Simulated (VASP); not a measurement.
## AlP: single point with PBEsol

Crystal: AlP.

```
CELL_PARAMETERS angstrom
0.00000 2.72550 2.72550
2.72550 0.00000 2.72550
2.72550 2.72550 0.00000
ATOMIC_POSITIONS crystal
Al 0.00000 0.00000 0.00000
P 0.25000 0.25000 0.25000
```

```
Program             : VASP 6.6.1
Task                : single point
Functional          : PBEsol
Potentials or basis : VASP PAW PBE potentials, release 64 (Al, P)
Cutoff              : 500 eV
k mesh              : 4 × 4 × 4
Occupations         : methfessel-paxton, width 0.2 eV
Spin                : no spin polarisation
```

```yaml
Pressure: 1.4 GPa
Band_gap_on_the_k_mesh: 1.40 eV, indirect (least direct gap 3.23 eV)
```

Levels at points of the mesh, in eV from the valence-band top:
| k point | band 1 | band 2 | band 3 | band 4 | band 5 | band 6 | band 7 | band 8 | band 9 |
| --- | --- | --- | --- | --- | --- | --- | --- | --- | --- |
| (0.00, 0.00, 0.00) | -11.56 | 0.00 | 0.00 | 0.00 | 3.23 | 4.49 | 4.49 | 4.49 | 8.78 |
| (0.50, 0.00, 0.00) | -9.84 | -5.62 | -0.77 | -0.77 | 2.73 | 4.72 | 4.72 | 8.07 | 11.51 |
| (0.50, 0.50, 0.00) | -9.17 | -5.38 | -2.14 | -2.14 | 1.40 | 2.34 | 11.02 | 11.02 | 12.01 |

Wall time 3.4 s on 1 thread of AMD EPYC 9R45 96-Core Processor (Zen 5) (shared host), peak memory 0.11 GiB.

Caveat: the k points lie up to 0.50 Å⁻¹ apart; the PAW data sets were made with another functional, which shifts forces and pressure a little. A k mesh can miss the band edges.
